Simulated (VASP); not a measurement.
Write the native input for VASP 6.6.1 that does the following.

* Task: single point
* Functional: PBE
* Potentials or basis: VASP PAW PBE potentials, release 64 (Si)
* Cutoff: 520 eV
* k mesh: 10 × 6 × 10
* Occupations: gaussian, width 0.05 eV
* Spin: no spin polarisation
* Dipole correction: no
* Further INCAR settings: ALGO = Normal; EDIFF = 1e-07; NBANDS = 26

The structure of Si lies in POSCAR:

```
Si
1.0
    0.0000000000      3.9939946302      0.0000000000
   -0.7756193049      0.0000000000      6.5309258503
    7.1804565119     -1.9969973151      0.0000000000
Si
8
Direct
    0.0555293600      0.8739635100      0.1110587200
    0.9444706400      0.1260364900      0.8889412800
    0.5589993500      0.6533954400      0.1179987000
    0.4410006500      0.3466045600      0.8820013000
    0.2127426600      0.0573078100      0.4254853200
    0.7872573400      0.9426921900      0.5745146800
    0.7271093300      0.5855776500      0.4542186600
    0.2728906700      0.4144223500      0.5457813400
```

These files were run (other wordings do the same):

INCAR

```
SYSTEM = Si
PREC = Accurate
ENCUT = 520
EDIFF = 1E-7
ISMEAR = 0
SIGMA = 0.05
LREAL = .FALSE.
LASPH = .TRUE.
NELM = 80
ALGO = Normal
ISIF = 2
LWAVE = .FALSE.
LCHARG = .TRUE.
GGA = PE
LELF = .TRUE.
LVHAR = .TRUE.
NBANDS = 26
```

KPOINTS

```
regular mesh
0
G
  10 6 10
  0 0 0
```

Potentials or basis: VASP PAW PBE potentials, release 64 (Si).

Run with:

```bash
$ cat potpaw_PBE.64/Si/POTCAR > POTCAR
$ mpirun -np 1 vasp_std > vasp.out
```

It gave:

```yaml
Pressure: -6.7 GPa
Largest_force: 0.276 eV/Å
Band_gap_on_the_k_mesh: 0.38 eV (least direct gap 0.65 eV)
```

Caveat: the cell stands under tension.

Wall time 9.9 min on 1 thread of Intel(R) Xeon(R) Platinum 8488C (Sapphire Rapids), on a shared host, peak memory 0.66 GiB.
